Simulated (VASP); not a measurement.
Write the native input for VASP 6.6.1 that does the following.

```
Task                   : single point
Functional             : r2SCAN
Potentials or basis    : VASP PAW PBE potentials, release 64 (C)
Cutoff                 : 520 eV
k mesh                 : 7 × 7 × 27
Occupations            : fermi-dirac, width 0.1 eV
Spin                   : no spin polarisation
Dipole correction      : no
Further INCAR settings : ALGO = Normal; EDIFF = 1e-07; NBANDS = 13
```

The system is C.

```
C
1.0
     6.02588    0.00000    0.00000
    -3.01294    5.21856    0.00000
     0.00000    0.00000    1.29304
C
3
Direct
  0.00000 0.00000 0.00000
  0.33333 0.66667 0.50000
  0.66667 0.33333 0.50000
```

The input as run:

POSCAR

```
C
1.0
    6.0258795301      0.0000000001      0.0000000000
   -3.0129397651      5.2185647532      0.0000000000
    0.0000000000      0.0000000000      1.2930361194
C
3
Direct
    0.0000000000      1.0000000000      0.0000000000
    0.3333333333      0.6666666667      0.5000000000
    0.6666666667      0.3333333333      0.5000000000
```

INCAR.step1

```
SYSTEM = C
PREC = Accurate
ENCUT = 520
ISMEAR = -1
SIGMA = 0.1
LREAL = .FALSE.
LASPH = .TRUE.
NELM = 80
NBANDS = 13
GGA = PE
ALGO = Normal
EDIFF = 1E-4
LWAVE = .TRUE.
LCHARG = .FALSE.
```

INCAR.step2

```
SYSTEM = C
PREC = Accurate
ENCUT = 520
EDIFF = 1E-7
ISMEAR = -1
SIGMA = 0.1
LREAL = .FALSE.
LASPH = .TRUE.
NELM = 80
ALGO = Normal
ISIF = 2
LWAVE = .FALSE.
LCHARG = .FALSE.
METAGGA = R2SCAN
LMIXTAU = .TRUE.
NBANDS = 13
ISTART = 1
```

KPOINTS

```
regular mesh
0
G
  7 7 27
  0 0 0
```

Potentials or basis: VASP PAW PBE potentials, release 64 (C).

The run is started by

```bash
$ cat potpaw_PBE.64/C/POTCAR > POTCAR
$ cp INCAR.step1 INCAR
$ mpirun -np 1 vasp_std > vasp.out
$ cp INCAR.step2 INCAR
$ mpirun -np 1 vasp_std > vasp.out
```

Results of the run:

```
Pressure               : -6.4 GPa
Band gap on the k mesh : zero (bands 6 and 7 overlap by 15.27 eV)
```

Caveat: the cell stands under tension; the PAW data sets were made with another functional, which shifts forces and pressure a little.

It took 3.4 min on 1 thread of Intel(R) Xeon(R) Platinum 8259CL CPU @ 2.50GHz (Skylake/Cascade Lake), with other jobs on the host, peak memory 0.19 GiB.
